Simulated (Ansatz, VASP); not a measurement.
**InP in VASP and in Ansatz**

Contents of POSCAR:

```
InP
1.0
    0.0000000000      2.9305005221      2.9305005221
    2.9305005221      0.0000000000      2.9305005221
    2.9305005221      2.9305005221      0.0000000000
In P
1 1
Direct
    0.0000000000      0.0000000000      0.0000000000
    0.7500000000      0.7500000000      0.7500000000
```

INCAR.step1

```
SYSTEM = InP
PREC = Accurate
ENCUT = 520
EDIFF = 1E-5
ISMEAR = 0
SIGMA = 0.05
LREAL = .False.
LASPH = .True.
NELM = 80
ALGO = Normal
ISIF = 2
LWAVE = .True.
LCHARG = .False.
NBANDS = 16
GGA = PE
```

The input INCAR.step2:

```
SYSTEM = InP
PREC = Accurate
ENCUT = 520
EDIFF = 1E-6
ISMEAR = 0
SIGMA = 0.05
LREAL = .False.
LASPH = .True.
NELM = 80
ALGO = Normal
ISIF = 2
LWAVE = .False.
LCHARG = .False.
GGA = PE
LHFCALC = .True.
AEXX = 0.5
PRECFOCK = Normal
NBANDS = 16
ISTART = 1
```

Contents of KPOINTS:

```
Automatic mesh
0
Gamma
  4 4 4
  0 0 0
```

Input for Ansatz:

```yaml
crystal:
  lattice:
    - [0.0, 2.9305005221, 2.9305005221]
    - [2.9305005221, 0.0, 2.9305005221]
    - [2.9305005221, 2.9305005221, 0.0]
  atoms:
    - { symbol: In, position: [0.0, 0.0, 0.0] }
    - { symbol: P, position: [0.75, 0.75, 0.75] }
basis:
  ecutwfc: 420
  ecutrho_ratio: 4
kpoints:
  mp_grid: { grid: [4, 4, 4] }
hamiltonian:
  xc: { exchange: pbe, correlation: pbe, exx: { coeff: 0.5 } }
scf:
  occupations: { method: gaussian, width: 0.05 }
  n_extra_bands: 9
output:
  forces: true
  stress: true
  eigenvalues: true
  populations: true
  dos: { projected: true, de: 0.02 }
```

Alike in both runs: task single point; functional PBE-based global hybrid; k mesh 4 × 4 × 4; occupations gaussian, width 0.05 eV; no spin polarisation.

|  | VASP | Ansatz |
| --- | --- | --- |
| version | VASP 6.6.1 | Ansatz 0.2.0 |
| potentials or method | VASP PAW PBE potentials, release 64 (In_d, P), cutoff 520 eV | scalar-relativistic, plane waves, PAW |
| valence electrons in the cell | 18 | 18 |

|  | VASP | Ansatz | Ansatz less VASP |
| --- | --- | --- | --- |
| gap on the k mesh at the Fermi level (eV) | 3.90 | 3.83 | -0.077 |
| least direct gap on the mesh (eV) | 3.90 | 3.83 | -0.077 |
| pressure (GPa) | -0.7 | -0.3 | +0.39 |

VASP's potentials were made for PBE, not for PBE-based global hybrid. Ansatz's warnings: stress exchange threshold loose, stress scf threshold loose.

The k mesh is coarse, so the values compare programs but aren't converged.
